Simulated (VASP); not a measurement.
Wanted: the native input for a VASP 6.6.1 run.

| Property | Result |
| --- | --- |
| Task | single point |
| Functional | LDA |
| Potentials or basis | VASP PAW LDA potentials, release 64 (Ag) |
| Cutoff | 520 eV |
| k mesh | 17 × 17 × 17 |
| Occupations | fermi-dirac, width 0.1 eV |
| Spin | no spin polarisation |
| Dipole correction | no |
| k mesh for the DOS | 26 × 26 × 26 |
| Occupations for the DOS | tetrahedron |
| Further INCAR settings | ALGO = Normal; EDIFF = 1e-06; NBANDS = 12 |

Crystal: Ag.

```
Ag
1.0
    -1.56410    1.56410    1.56410
     1.56410   -1.56410    1.56410
     1.56410    1.56410   -1.56410
Ag
1
Cartesian
  0.0000 0.0000 0.0000
```

This isn't the form of Ag at room conditions, which is fcc.

These files were run (other wordings do the same):

POSCAR

```
Ag
1.0
   -1.5640955659      1.5640955659      1.5640955659
    1.5640955659     -1.5640955659      1.5640955659
    1.5640955659      1.5640955659     -1.5640955659
Ag
1
Direct
    0.0000000000      0.0000000000      0.0000000000
```

INCAR.step1

```
SYSTEM = Ag
PREC = Accurate
ENCUT = 520
EDIFF = 1E-6
ISMEAR = -1
SIGMA = 0.1
LREAL = .FALSE.
LASPH = .TRUE.
NELM = 100
ALGO = Normal
ISIF = 2
LWAVE = .FALSE.
LCHARG = .TRUE.
LMAXMIX = 4
GGA = CA
NBANDS = 12
```

KPOINTS.step1

```
Automatic mesh
0
G
  17 17 17
  0 0 0
```

INCAR.step2

```
SYSTEM = Ag
PREC = Accurate
ENCUT = 520
EDIFF = 1E-6
ISMEAR = -5
SIGMA = 0.1
LREAL = .FALSE.
LASPH = .TRUE.
NELM = 100
ALGO = Normal
ISIF = 2
LWAVE = .FALSE.
LCHARG = .FALSE.
LMAXMIX = 4
GGA = CA
LORBIT = 11
NBANDS = 12
NEDOS = 2001
ICHARG = 11
```

KPOINTS.step2

```
Automatic mesh
0
G
  26 26 26
  0 0 0
```

Potentials or basis: VASP PAW LDA potentials, release 64 (Ag).

Run with:

```bash
$ cat potpaw_LDA.64/Ag/POTCAR > POTCAR
$ cp INCAR.step1 INCAR
$ cp KPOINTS.step1 KPOINTS
$ mpirun -np 1 vasp_std > vasp.out
$ cp INCAR.step2 INCAR
$ cp KPOINTS.step2 KPOINTS
$ mpirun -np 1 vasp_std > vasp.out
```

Results of the run:

- Valence electrons inside the program's atomic spheres: Ag 10.01

Wall time 110 s on 1 thread of Intel Xeon 8259CL, with other jobs on the host, peak memory 0.23 GiB.
